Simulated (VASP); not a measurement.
Here is a VASP 6.6.1 calculation.

The input INCAR:

```
SYSTEM = Hf2ZrC3
ALGO     = Normal         ! electronic algorithm
EDIFF    = 1E-6           ! SCF threshold, eV
ENCUT    = 520            ! plane-wave cutoff, eV
GGA      = PE             ! functional
ISIF     = 2              ! what is computed and relaxed
ISMEAR   = 0              ! smearing method
LASPH    = .True.         ! aspherical terms in the spheres
LCHARG   = .False.        ! write CHGCAR
LREAL    = .False.        ! projectors in reciprocal space
LWAVE    = .False.        ! write WAVECAR
NBANDS   = 31             ! bands
NELM     = 100            ! most SCF steps
PREC     = Accurate       ! precision mode
SIGMA    = 0.1            ! smearing width, eV
```

Contents of KPOINTS:

```
k-points
0
Gamma
  12 12 4
  0 0 0
```

File POSCAR:

```
Hf2ZrC3
1.0
    3.3021762243      0.0000000000      0.0000000000
   -1.6510881121      2.8597684980      0.0000000000
    0.0000000000      0.0000000000      8.0918646436
Zr Hf C
1 2 3
Direct
    0.0000000000      0.0000000000      0.0000000000
    0.6666666667      0.3333333333      0.6656596929
    0.3333333333      0.6666666667      0.3343403071
    0.3333333333      0.6666666667      0.8305862268
    0.6666666667      0.3333333333      0.1694137732
    0.0000000000      0.0000000000      0.5000000000
```

Potentials or basis: VASP PAW PBE potentials, release 64 (Zr_sv, Hf_pv, C).

The run is started by

```console
$ cat potpaw_PBE.64/Zr_sv/POTCAR potpaw_PBE.64/Hf_pv/POTCAR potpaw_PBE.64/C/POTCAR > POTCAR
$ mpirun -np 1 vasp_std > vasp.out
```

**Question.** What does it give for the band gap on the k mesh?

**Answer.** Zero (bands 22 and 23 overlap by 1.38 eV).

**Question.** What does it give for the pressure?

**Answer.** -0.4 GPa.

Forces on the atoms (eV/Å):
```
Zr   0.000  0.000  0.000
Hf   0.000  0.000 -0.018
Hf   0.000  0.000  0.018
C    0.000  0.000 -0.034
C    0.000  0.000  0.034
C    0.000  0.000  0.000
```

Caveat: spin-orbit coupling is left out, which moves the levels of the heavy elements.
